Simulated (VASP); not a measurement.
# PbSe (Cmcm) in VASP: single point with PBEsol

Aim: the single point of PbSe with PBEsol.

All numbers are computed with VASP 6.6.1; they aren't measurements. Logs are shortened: lines on timing, memory, paths and dates and some standing lists are left out, and cuts for length are marked.

## (1) The cell of the first run

The structure is orthorhombic, space group Cmcm (No. 63). The conventional cell has a = 4.139 Å, b = 11.923 Å, c = 4.258 Å, α = 90.00°, β = 90.00°, γ = 90.00°. Pb (site symmetry m2m) has 5 Se at 2.67 to 2.97 Å within 3.5 Å. Within 3.5 Å of Se (site symmetry m2m) lie 5 Pb at 2.67 to 2.97 Å.

## (2) Single point, PBEsol (S replaced by Se, lengths x 1.036, strained)

File INCAR:

```
SYSTEM = PbSe
PREC     = Accurate       ! precision mode
ENCUT    = 520            ! plane-wave cutoff, eV
EDIFF    = 1E-7           ! SCF threshold, eV
ISMEAR   = 0              ! smearing method
SIGMA    = 0.02           ! smearing width, eV
LREAL    = .False.        ! projectors in reciprocal space
LASPH    = .True.         ! aspherical terms in the spheres
NELM     = 100            ! most SCF steps
ALGO     = Normal         ! electronic algorithm
ISIF     = 2              ! what is computed and relaxed
LWAVE    = .False.        ! write WAVECAR
LCHARG   = .False.        ! write CHGCAR
GGA      = PS             ! functional
NBANDS   = 28             ! bands
```

File KPOINTS:

```
regular mesh
0
Gamma
  8 8 6
  0 0 0
```

File POSCAR:

```
PbSe
1.0
    2.0695579035     -5.9613547025      0.0000000000
    2.0695579035      5.9613547025      0.0000000000
    0.0000000000      0.0000000000      4.2579345648
Pb Se
2 2
Direct
    0.8694366500      0.1305633500      0.7500000000
    0.1305633500      0.8694366500      0.2500000000
    0.6452029100      0.3547970900      0.7500000000
    0.3547970900      0.6452029100      0.2500000000
```

Potentials or basis: VASP PAW PBE potentials, release 64 (Pb_d, Se).

Run with:

```bash
cat potpaw_PBE.64/Pb_d/POTCAR potpaw_PBE.64/Se/POTCAR > POTCAR
mpirun -np 1 vasp_std > vasp.out
```

OUTCAR:

```text
SYSTEM = PbSe
   PREC = Accurate
   ENCUT = 520
   EDIFF = 1E-7
   ISMEAR = 0
   LREAL = .False.
   LASPH = .True.
   NELM = 100
   ISIF = 2
   GGA = PS

 ion  position               nearest neighbor table
   1  0.869  0.131  0.750-   3 2.67   4 2.97   4 2.97   4 2.97   4 2.97   2 3.77   2 3.77   2 4.11
                             2 4.11   2 4.11   2 4.11
   2  0.131  0.869  0.250-   4 2.67   3 2.97   3 2.97   3 2.97   3 2.97   1 3.77   1 3.77   1 4.11
                             1 4.11   1 4.11   1 4.11
   3  0.645  0.355  0.750-   1 2.67   2 2.97   2 2.97   2 2.97   2 2.97
   4  0.355  0.645  0.250-   2 2.67   1 2.97   1 2.97   1 2.97   1 2.97

  LATTYP: Found a base centered orthorhombic cell.
 ALAT       =     4.1391158070
 B/A-ratio  =     2.8804966957
 C/A-ratio  =     1.0287063139

  Lattice vectors:

 A1 = (   2.0695579035,  -5.9613547025,   0.0000000000)
 A2 = (   2.0695579035,   5.9613547025,   0.0000000000)
 A3 = (   0.0000000000,   0.0000000000,   4.2579345648)

Analysis of symmetry for initial positions (statically):
=====================================================================
 Subroutine PRICEL returns:
 Original cell was already a primitive cell.

 Routine SETGRP: Setting up the symmetry group for a
 base centered orthorhombic supercell.

 Subroutine GETGRP returns: Found  8 space group operations
 (whereof  4 operations were pure point group operations)
 out of a pool of  8 trial point group operations.

The static configuration has the point symmetry C_2h.
 The point group associated with its full space group is D_2h.

Analysis of symmetry for dynamics (positions and initial velocities):
=====================================================================
 Subroutine PRICEL returns:
 Original cell was already a primitive cell.

 Routine SETGRP: Setting up the symmetry group for a
 base centered orthorhombic supercell.

 Subroutine GETGRP returns: Found  8 space group operations
 (whereof  4 operations were pure point group operations)
 out of a pool of  8 trial point group operations.

The dynamic configuration has the point symmetry C_2h.
 The point group associated with its full space group is D_2h.

 Subroutine INISYM returns: Found  8 space group operations
 (whereof  4 operations are pure point group operations),
 and found     1 'primitive' translations

----------------------------------------------------------------------------------------

                                     Primitive cell

  volume of cell :     105.0634

  direct lattice vectors                    reciprocal lattice vectors
     2.069557903 -5.961354703  0.000000000     0.241597492 -0.083873553  0.000000000
     2.069557903  5.961354703  0.000000000     0.241597492  0.083873553  0.000000000
     0.000000000  0.000000000  4.257934565     0.000000000  0.000000000  0.234855652

  length of vectors
     6.310373983  6.310373983  4.257934565     0.255742295  0.255742295  0.234855652

  position of ions in fractional coordinates (direct lattice)
     0.869436650  0.130563350  0.750000000
     0.130563350  0.869436650  0.250000000
     0.645202910  0.354797090  0.750000000
     0.354797090  0.645202910  0.250000000

  ion indices of the primitive-cell ions
   primitive index   ion index
                 1           1
                 2           2
                 3           3
                 4           4

----------------------------------------------------------------------------------------

 KPOINTS: regular mesh

Automatic generation of k-mesh.
 Grid dimensions read from file:
 generate k-points for:    8    8    6

 Generating k-lattice:

  Cartesian coordinates                     Fractional coordinates (reciprocal lattice)
     0.030199687 -0.010484194  0.000000000     0.125000000  0.000000000  0.000000000
     0.030199687  0.010484194  0.000000000     0.000000000  0.125000000  0.000000000
     0.000000000  0.000000000  0.039142609     0.000000000  0.000000000  0.166666667

  Length of vectors
     0.031967787  0.031967787  0.039142609

  Shift w.r.t. Gamma in fractional coordinates (k-lattice)
     0.000000000  0.000000000  0.000000000

 Subroutine IBZKPT returns following result:
 ===========================================

 Found     84 irreducible k-points:

 Following reciprocal coordinates:
            Coordinates               Weight
  0.000000  0.000000  0.000000      1.000000
  0.125000  0.000000  0.000000      4.000000
  0.250000  0.000000  0.000000      4.000000
  0.375000  0.000000  0.000000      4.000000
  0.500000  0.000000  0.000000      2.000000
  0.125000  0.125000  0.000000      2.000000
[... 16 lines left out ...]
  0.125000  0.000000  0.166667      8.000000
  0.250000  0.000000  0.166667      8.000000
 [... further k-points ...]
   k-points           NKPTS =     84   k-points in BZ     NKDIM =     84   number of bands    NBANDS=     28
   number of dos      NEDOS =    301   number of ions     NIONS =      4
   total plane-waves  NPLWV =  73728
   dimension x,y,z NGX =    48 NGY =   48 NGZ =   32
   dimension x,y,z NGXF=    96 NGYF=   96 NGZF=   64
   ions per type =               2   2
   NGX,Y,Z   is equivalent  to a cutoff of  12.65, 12.65, 12.49 a.u.
   NGXF,Y,Z  is equivalent  to a cutoff of  25.29, 25.29, 24.99 a.u.
 SYSTEM =  PbSe
   PREC   = accura    normal or accurate (medium, high low for compatibility)
   ISTART =      0    job   : 0-new  1-cont  2-samecut
   ICHARG =      2    charge: 1-file 2-atom 10-const
   ISPIN  =      1    spin polarized calculation?
   LNONCOLLINEAR =      F non collinear calculations
   LSORBIT =      F    spin-orbit coupling
   LASPH  =      T    aspherical Exc in radial PAW
   ENCUT  =  520.0 eV  38.22 Ry    6.18 a.u.  11.73 11.73  7.92*2*pi/ulx,y,z
   NELM   =    100;   NELMIN=  2; NELMDL= -5     # of ELM steps
   EDIFF  = 0.1E-06   stopping-criterion for ELM
   LREAL  =      F    real-space projection
   EDIFFG = 0.1E-05   stopping-criterion for IOM
   NSW    =      0    number of steps for IOM
   IBRION =     -1    ionic relax: 0-MD 1-quasi-New 2-CG
   NFREE  =      0    steps in history (QN), initial steepest desc. (CG)
   ISIF   =      2    stress and relaxation
   ISYM   =      2    0-nonsym 1-usesym 2-fastsym
   POTIM  = 0.5000    time-step for ionic-motion
   TEBEG  =    0.0;   TEEND  =   0.0 temperature during run
   PSTRESS=    0.0 pullay stress
   NELECT =      40.0000    total number of electrons
   NUPDOWN=      -1.0000    fix difference up-down
   EMIN   =  10.00;   EMAX   =-10.00  energy-range for DOS
   EFERMI =   0.00;   METHOD = LEGACY
   ISMEAR =     0;   SIGMA  =   0.02  broadening in eV -4-tet -1-fermi 0-gaus
   EFERMI_NEDOS =   21; number of points for ismear=-14 and -15
   IALGO  =     38    algorithm
   IMIX   =      4    mixing-type and parameters
     AMIX     =   0.40;   BMIX     =  1.00
     AMIX_MAG =   1.60;   BMIX_MAG =  1.00
  volume/ion in A,a.u.               =      26.27       177.25
  Fermi-wavevector in a.u.,A,eV,Ry     =   1.186527  2.242211 19.154915  1.407847
  Thomas-Fermi vector in A             =   2.322698
   LORBIT       =      0    0 simple, 1 ext, 2 COOP (PROOUT), +10 PAW based schemes
   GGA     = PS    functional components
   LHFCALC =     F    Hartree Fock is set to
   AEXX    =    0.0000 exact exchange contribution
   IVDW    =     0    specifies the selected vdW correction
   LEPSILON=     F    determine dielectric tensor
   LRPA    =     F    only Hartree local field effects (RPA)
 non-spin polarized calculation
 Gauss-broadening in eV      SIGMA  =   0.02
  energy-cutoff  :      520.00
  volume of cell :      105.06
 maximum number of plane-waves:      2850
   NGX = 23   NGY = 23   NGZ = 15

 number of electron      40.0000001 magnetization

 Free energy of the ion-electron system (eV)
  ---------------------------------------------------
  ext. energy  EPLUGINS =         0.00000000
  ---------------------------------------------------
  free energy    TOTEN  =       -17.43839810 eV

  energy without entropy =      -17.43839810  energy(sigma->0) =      -17.43839810

 E-fermi :   5.6421     XC(G=0): -10.1201

 val. band max:        5.4942986665   @ k =   0.5000   0.5000   0.3333
 cond. band min:       6.1376365362   @ k =   0.5000   0.5000   0.0000
 fundamental gap:      0.6433378697
 Fermi energy:         5.6420872173

 k-point     1 :       0.0000    0.0000    0.0000
  band No.  band energies     occupation
      1     -11.1987      2.00000
      2     -11.0196      2.00000
      3     -10.9953      2.00000
      4     -10.9947      2.00000
      5     -10.9665      2.00000
      6     -10.9657      2.00000
[... 20 lines left out ...]
     27      11.6180      0.00000
     28      12.3117      0.00000

 k-point     2 :       0.1250    0.0000    0.0000
  band No.  band energies     occupation
      1     -11.1844      2.00000
      2     -11.0165      2.00000
      3     -10.9952      2.00000
      4     -10.9869      2.00000
      5     -10.9730      2.00000
      6     -10.9657      2.00000
[... 20 lines left out ...]
     27      11.3827      0.00000
     28      12.3633      0.00000

 k-point     3 :       0.2500    0.0000    0.0000
  band No.  band energies     occupation
      1     -11.1475      2.00000
      2     -11.0158      2.00000
      3     -10.9992      2.00000
      4     -10.9887      2.00000
      5     -10.9716      2.00000
      6     -10.9622      2.00000
[... 20 lines left out ...]
     27      11.8443      0.00000
     28      12.8117      0.00000

 k-point     4 :       0.3750    0.0000    0.0000
  band No.  band energies     occupation
      1     -11.1019      2.00000
      2     -11.0302      2.00000
      3     -11.0084      2.00000
      4     -11.0043      2.00000
      5     -10.9673      2.00000
      6     -10.9580      2.00000
[... 20 lines left out ...]
     27      13.1205      0.00000
     28      13.5245      0.00000

 k-point     5 :       0.5000    0.0000    0.0000
  band No.  band energies     occupation
      1     -11.0635      2.00000
      2     -11.0570      2.00000
      3     -11.0132      2.00000
      4     -11.0105      2.00000
      5     -10.9692      2.00000
      6     -10.9560      2.00000
[... 20 lines left out ...]
     27      13.2376      0.00000
     28      14.1852      0.00000

 k-point     6 :       0.1250    0.1250    0.0000
  band No.  band energies     occupation
      1     -11.1494      2.00000
      2     -11.0151      2.00000
      3     -11.0025      2.00000
      4     -10.9854      2.00000
      5     -10.9724      2.00000
      6     -10.9647      2.00000
[... 463 lines left out ...]
      5     -10.9716      2.00000
      6     -10.9610      2.00000
[... 20 lines left out ...]
     27      12.3589      0.00000
     28      12.7229      0.00000

 k-point    22 :       0.0000    0.0000    0.1667
  band No.  band energies     occupation
      1     -11.1746      2.00000
      2     -11.0228      2.00000
      3     -10.9992      2.00000
      4     -10.9788      2.00000
      5     -10.9787      2.00000
      6     -10.9739      2.00000
[... 20 lines left out ...]
     27      11.1944      0.00000
     28      12.9211      0.00000

 k-point    23 :       0.1250    0.0000    0.1667
  band No.  band energies     occupation
      1     -11.1654      2.00000
      2     -11.0226      2.00000
      3     -10.9972      2.00000
      4     -10.9862      2.00000
      5     -10.9810      2.00000
      6     -10.9679      2.00000
[... 20 lines left out ...]
     27      12.1906      0.00000
     28      12.9625      0.00000

 k-point    24 :       0.2500    0.0000    0.1667
  band No.  band energies     occupation
      1     -11.1432      2.00000
      2     -11.0373      2.00000
      3     -11.0021      2.00000
      4     -10.9913      2.00000
      5     -10.9793      2.00000
      6     -10.9521      2.00000
[... 20 lines left out ...]
     27      12.6068      0.00000
     28      12.9422      0.00000

 [... further k-points ...]

------------------------ aborting loop because EDIFF is reached ----------------------------------------

  FORCE on cell =-STRESS in cart. coord.  units (eV):
  Direction    XX          YY          ZZ          XY          YZ          ZX
  --------------------------------------------------------------------------------------
  -------------------------------------------------------------------------------------
  Total        3.6469824      4.1531120      3.4554931      0.0000000      0.0000000      0.0000000
  in kB       55.6151001     63.3333850     52.6949614      0.0000000      0.0000000      0.0000000
  external PRESSURE =      57.2144822 kB  Pullay stress =       0.0000000 kB

 VOLUME and BASIS-vectors are now :
 -----------------------------------------------------------------------------
  energy-cutoff  :      520.00
  volume of cell :      105.06
      direct lattice vectors                 reciprocal lattice vectors
     2.069557903 -5.961354703  0.000000000     0.241597492 -0.083873553  0.000000000
     2.069557903  5.961354703  0.000000000     0.241597492  0.083873553  0.000000000
     0.000000000  0.000000000  4.257934565     0.000000000  0.000000000  0.234855652

 POSITION                                       TOTAL-FORCE (eV/Angst)
 -----------------------------------------------------------------------------------
      2.06956     -4.40469      3.19345         0.000000     -0.897882     -0.000000
      2.06956      4.40469      1.06448         0.000000      0.897882      0.000000
      2.06956     -1.73121      3.19345         0.000000      0.835342      0.000000
      2.06956      1.73121      1.06448         0.000000     -0.835342      0.000000
 -----------------------------------------------------------------------------------
    total drift:                               -0.000000     -0.000000      0.000000

  FREE ENERGIE OF THE ION-ELECTRON SYSTEM (eV)
  ---------------------------------------------------
  free  energy   TOTEN  =       -17.4383980996 eV

  energy  without entropy=      -17.4383980996  energy(sigma->0) =      -17.43839810
```

Wall time 94 s (1 thread of Intel Xeon 6975P-C (Granite Rapids), shared host); peak memory 0.39 GiB.

What came out:

```
Free energy            : -17.4384 eV
Pressure               : 5.7 GPa
Largest force          : 0.898 eV/Å
Band gap on the k mesh : 0.64 eV, indirect (least direct gap 0.97 eV)
```

Forces in eV/Å, atoms in the order of the input:
```
Pb   0.000 -0.898  0.000
Pb   0.000  0.898  0.000
Se   0.000  0.835  0.000
Se   0.000 -0.835  0.000
```

Stress tensor (GPa, compression positive):
```
5.56 0.00 0.00
0.00 6.33 0.00
0.00 0.00 5.27
```

Caveat: the cell differs from its parent crystal (S replaced by Se, lengths x 1.036, strained); the PAW data sets were made with another functional, which shifts forces and pressure a little; spin-orbit coupling is left out, which moves the levels of the heavy elements. A k mesh can miss the band edges.
